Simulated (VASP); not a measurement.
Wanted: the native input for a VASP 6.6.1 run.

```
Task                   : single point
Functional             : PBEsol
Potentials or basis    : VASP PAW PBE potentials, release 64 (Ge_d, Ga_d)
Cutoff                 : 520 eV
k mesh                 : 6 × 6 × 6
Occupations            : fermi-dirac, width 0.05 eV
Spin                   : no spin polarisation
Dipole correction      : no
Further INCAR settings : ALGO = Normal; EDIFF = 1e-06; NBANDS = 36
```

The structure of GaGe3 lies in POSCAR:

```
GaGe3
1.0
    4.2784660000      0.0000000000      0.0000000000
    0.0000000000      4.2784660000      0.0000000000
    0.0000000000      0.0000000000      4.2784660000
Ge Ga
3 1
Direct
    0.5000000000      0.5000000000      0.0000000000
    0.5000000000      0.0000000000      0.5000000000
    0.0000000000      0.5000000000      0.5000000000
    0.0000000000      0.0000000000      0.0000000000
```

These files were run (other wordings do the same):

INCAR

```
SYSTEM = GaGe3
PREC = Accurate ; ENCUT = 520
EDIFF = 1E-6 ; ISMEAR = -1
SIGMA = 0.05 ; LREAL = .FALSE.
LASPH = .TRUE. ; NELM = 80
ALGO = Normal ; ISIF = 2
LWAVE = .FALSE. ; LCHARG = .TRUE.
GGA = PS ; LELF = .TRUE.
LVHAR = .TRUE. ; NBANDS = 36
```

KPOINTS

```
Automatic mesh
0
G
  6 6 6
  0 0 0
```

Potentials or basis: VASP PAW PBE potentials, release 64 (Ge_d, Ga_d).

The run is started by

```sh
$ cat potpaw_PBE.64/Ge_d/POTCAR potpaw_PBE.64/Ga_d/POTCAR > POTCAR
$ mpirun -np 1 vasp_std > vasp.out
```

Results of the run:

| Quantity | Value |
| --- | --- |
| Pressure | -3.4 GPa |

Caveat: the PAW data sets were made with another functional, which shifts forces and pressure a little.

Run time: 19 s on 1 thread of AMD EPYC 9R45 96-Core Processor (Zen 5), on a shared host, peak memory 0.17 GiB.
